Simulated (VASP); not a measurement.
A run of VASP 6.6.1 is set up as follows.

File POSCAR:

```
NaH
1.0
    0.0000000000      2.3956482470      2.2557423894
    2.3956482470      0.0000000000      2.2557423894
    2.3956482470      2.3956482470      0.0000000000
Na H
1 1
Direct
    0.0000000000      0.0000000000      0.0000000000
    0.5000000000      0.5000000000      0.5000000000
```

INCAR.step1

```
PREC = Accurate
ENCUT = 520
ISMEAR = -1
SIGMA = 0.2
LREAL = F
LASPH = T
NELM = 60
NBANDS = 11
GGA = PE
ALGO = Normal
EDIFF = 1E-4
LWAVE = T
LCHARG = F
```

File INCAR.step2:

```
PREC = Accurate
ENCUT = 520
EDIFF = 1E-7
ISMEAR = -1
SIGMA = 0.2
LREAL = F
LASPH = T
NELM = 60
ALGO = Normal
ISIF = 2
LWAVE = F
LCHARG = F
METAGGA = R2SCAN
LMIXTAU = T
NBANDS = 11
ISTART = 1
```

Contents of KPOINTS:

```
Automatic mesh
0
Gamma
  10 10 10
```

Potentials or basis: VASP PAW PBE potentials, release 64 (Na_pv, H).

Run with:

```bash
$ cat potpaw_PBE.64/Na_pv/POTCAR potpaw_PBE.64/H/POTCAR > POTCAR
$ cp INCAR.step1 INCAR
$ mpirun -np 1 vasp_std > vasp.out
$ cp INCAR.step2 INCAR
$ mpirun -np 1 vasp_std > vasp.out
```

Task: Estimate the band gap on the k mesh.

Result: 4.49 eV, indirect (least direct gap 5.40 eV).

Task: Estimate the pressure.

Result: 1.7 GPa.

Stress tensor (GPa, compression positive):
```
0.60 0.00 0.00
0.00 0.60 0.00
0.00 0.00 3.81
```

Caveat: the PAW data sets were made with another functional, which shifts forces and pressure a little. A k mesh can miss the band edges.
